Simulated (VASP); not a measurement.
# Ti3W2 (P-3m1) in VASP: further runs, part 2 of 2

VASP 6.6.1. The steps go on from the part before.

## (4) Relaxation of cell and atoms, PBE

Input file INCAR:

```
SYSTEM = Ti3W2
PREC     = Accurate       ! precision mode
ENCUT    = 600            ! plane-wave cutoff, eV
EDIFF    = 1E-6           ! SCF threshold, eV
ISMEAR   = 0              ! smearing method
SIGMA    = 0.1            ! smearing width, eV
LREAL    = .False.        ! projectors in reciprocal space
LASPH    = .True.         ! aspherical terms in the spheres
NELM     = 80             ! most SCF steps
ALGO     = Normal         ! electronic algorithm
ISIF     = 3              ! what is computed and relaxed
LWAVE    = .False.        ! write WAVECAR
LCHARG   = .False.        ! write CHGCAR
GGA      = PE             ! functional
IBRION   = 2              ! ionic algorithm
NSW      = 90             ! ionic steps
EDIFFG   = -0.04          ! ionic threshold
```

Input file KPOINTS:

```
Automatic mesh
0
Gamma
  6 6 4
  0 0 0
```

Input file POSCAR:

```
Ti3W2
1.0
    4.1783723700      0.0000000000      0.0000000000
   -2.0891861900      3.6185766200      0.0000000000
    0.0000000000      0.0000000000      5.1534804200
Ti W
3 2
Direct
    0.0000000000      0.0000000000      0.0000000000
    0.3333333300      0.6666666700      0.6468302000
    0.6666666700      0.3333333300      0.3531698000
    0.3333333300      0.6666666700      0.1661255100
    0.6666666700      0.3333333300      0.8338744900
```

The run is started by

```console
cat potpaw_PBE.64/Ti_sv/POTCAR potpaw_PBE.64/W_sv/POTCAR > POTCAR
mpirun -np 1 vasp_std > vasp.out
```

Run time: 11 min. Hardware: 1 thread of Intel Xeon 6975P-C (Granite Rapids), shared host; peak memory 0.28 GiB.

Results (log left out):

* Free energy: -47.2954 eV
* Relaxed volume: 18.71 Å³/atom
* Relaxed cell: a = 4.591 Å, b = 4.591 Å, c = 5.124 Å, α = 90.00°, β = 90.00°, γ = 120.00°
* Space group after relaxing (to 0.1 Å): P-3m1 (No. 164)
* Energy gained by relaxing: 326.2 meV/atom
* Ionic steps: 21
* Pressure after relaxing: -0.1 GPa
* Largest force after relaxing: 0.026 eV/Å
* Band gap on the k mesh: zero (bands 32 and 33 overlap by 0.37 eV)

Forces on the atoms (eV/Å):
```
Ti   0.000  0.000  0.000
Ti   0.000  0.000 -0.026
Ti   0.000  0.000  0.026
W    0.000  0.000 -0.016
W    0.000  0.000  0.016
```

The path:
```
step  energy change (eV)  largest force (eV/Å)  pressure (GPa)  volume (Å³)
   1              0.0000                0.9780           29.02        77.92
   2              0.5329                1.4027          -20.36       114.28
   3             -1.1239                1.3208           -1.71        92.46
   4             -1.1265                1.3096           -0.78        91.79
   5             -1.1264                1.3044           -0.32        91.50
   6             -1.2618                0.9350            0.15        91.74
   7             -1.3706                0.7107            2.22        92.20
   8             -1.4560                0.7287           -0.60        94.54
   9             -1.4723                0.7715           -2.14        95.93
  10             -1.5459                0.7971           -0.65        94.77
  11             -1.5711                0.8194            1.37        93.46
  12             -1.6118                0.1190           -0.46        94.01
  13             -1.6119                0.1644           -0.40        93.98
  14             -1.6275                0.0729            0.02        93.54
  15             -1.6303                0.0646            0.34        93.22
  16             -1.6303                0.0614            0.34        93.24
  17             -1.6303                0.0554            0.30        93.28
  18             -1.6303                0.0594            0.30        93.25
  19             -1.6308                0.0572           -0.19        93.60
  20             -1.6308                0.0577           -0.16        93.56
  21             -1.6311                0.0261           -0.08        93.53
```

Final structure:
```
Ti W
1.0
     4.59122    0.00000    0.00000
    -2.29561    3.97612    0.00000
     0.00000    0.00000    5.12360
Ti W
3 2
Direct
  0.00000 0.00000 0.00000
  0.33333 0.66667 0.62867
  0.66667 0.33333 0.37133
  0.33333 0.66667 0.11213
  0.66667 0.33333 0.88787
```

Levels at points of the mesh, in eV from the Fermi level:
| k point | band 29 | band 30 | band 31 | band 32 | band 33 | band 34 | band 35 | band 36 |
| --- | --- | --- | --- | --- | --- | --- | --- | --- |
| (0.00, 0.00, 0.00) | -0.85 | -0.85 | -0.66 | -0.26 | -0.26 | 0.31 | 0.31 | 2.07 |
| (0.50, 0.00, 0.00) | -0.93 | -0.82 | -0.59 | 0.00 | 0.74 | 0.91 | 1.17 | 1.51 |
| (0.00, 0.00, 0.50) | -0.75 | -0.64 | -0.64 | -0.36 | 0.44 | 0.44 | 1.34 | 1.76 |
| (0.50, 0.00, 0.50) | -0.66 | -0.51 | -0.17 | -0.06 | -0.03 | 0.07 | 0.41 | 0.79 |

Caveat: the volume moved by over 15 % at a fixed basis, so the end points are rough; spin-orbit coupling is left out, which moves the levels of the heavy elements.

## (5) Single point, PBE

This run uses another cell than the first one, of 18.68 Å³/atom.

Input file INCAR:

```
ALGO = Fast ; EDIFF = 1E-7
ENCUT = 520 ; GGA = PE
ISIF = 2 ; ISMEAR = 0
LASPH = T ; LCHARG = F
LREAL = F ; LWAVE = F
NBANDS = 40 ; NELM = 100
PREC = Accurate ; SIGMA = 0.1
```

Input file KPOINTS:

```
k-points
0
Gamma
  12 12 8
```

Input file POSCAR:

```
Ti3W2
1.0
    4.5908963921      0.0000000000      0.0000000000
   -2.2954481961      3.9758329016      0.0000000000
    0.0000000000      0.0000000000      5.1163667673
Ti W
3 2
Direct
    0.0000000000      0.0000000000      0.0000000000
    0.3333333333      0.6666666667      0.6299250223
    0.6666666667      0.3333333333      0.3700749777
    0.3333333333      0.6666666667      0.1129965459
    0.6666666667      0.3333333333      0.8870034541
```

The run is started by

```console
cat potpaw_PBE.64/Ti_sv/POTCAR potpaw_PBE.64/W_sv/POTCAR > POTCAR
mpirun -np 1 vasp_std > vasp.out
```

It took 16 min on 1 thread of Intel Xeon 6975P-C (Granite Rapids), shared host; peak memory 0.51 GiB.

It converged, with:

- Free energy: -47.2971 eV
- Pressure: 0.1 GPa
- Largest force: 0.026 eV/Å
- Band gap on the k mesh: zero (bands 32 and 33 overlap by 0.62 eV)

Forces on the atoms (eV/Å):
```
Ti   0.000  0.000  0.000
Ti   0.000  0.000 -0.019
Ti   0.000  0.000  0.019
W    0.000  0.000  0.026
W    0.000  0.000 -0.026
```

Stress tensor (GPa, compression positive):
```
-0.04  0.00  0.00
 0.00 -0.04  0.00
 0.00  0.00  0.30
```

Levels at points of the mesh, in eV from the Fermi level:
```csv
k point,band 29,band 30,band 31,band 32,band 33,band 34,band 35,band 36
"(0.00, 0.00, 0.00)",-0.84,-0.84,-0.67,-0.25,-0.25,0.31,0.31,2.08
"(0.50, 0.00, 0.00)",-0.94,-0.83,-0.57,0.00,0.76,0.91,1.17,1.52
"(0.00, 0.00, 0.50)",-0.74,-0.65,-0.65,-0.35,0.45,0.45,1.35,1.81
"(0.50, 0.00, 0.50)",-0.65,-0.51,-0.17,-0.05,-0.04,0.07,0.43,0.79
```

Caveat: spin-orbit coupling is left out, which moves the levels of the heavy elements.

## (6) The runs side by side

| task | cell | k mesh | cutoff (eV) | gap on the mesh (eV) | pressure (GPa) | largest force (eV/Å) |
| --- | --- | --- | --- | --- | --- | --- |
| single point | a = 4.178, b = 4.178, c = 5.153 Å, angles 90.0, 90.0, 120.0°, 5 atoms, atomic positions A | 6 × 6 × 4 | 520 | none | 29.0 | 0.98 |
| single point | a = 4.595, b = 4.595, c = 5.114 Å, angles 90.0, 90.0, 120.0°, 5 atoms, atomic positions B | 6 × 6 × 4 | 520 | none | 0.0 | 0.02 |
| relaxation of cell and atoms | relaxed from a = 4.178, b = 4.178, c = 5.153 Å, angles 90.0, 90.0, 120.0°, 5 atoms, atomic positions A | 6 × 6 × 4 | 600 | none | -0.1 | 0.03 |
| single point | a = 4.591, b = 4.591, c = 5.116 Å, angles 90.0, 90.0, 120.0°, 5 atoms, atomic positions C | 12 × 12 × 8 | 520 | none | 0.1 | 0.03 |

Alike in all rows: level PBE; potentials or basis VASP PAW PBE potentials, release 64 (Ti_sv, W_sv); no spin polarisation; smearing gaussian 0.1 eV.

Caveats: spin-orbit coupling is left out, which moves the levels of the heavy elements; the cell stands under pressure (at least some runs); the volume moved by over 15 % at a fixed basis, so the end points are rough (at least some runs).

Absolute energies hang on the potentials; compare differences alone.
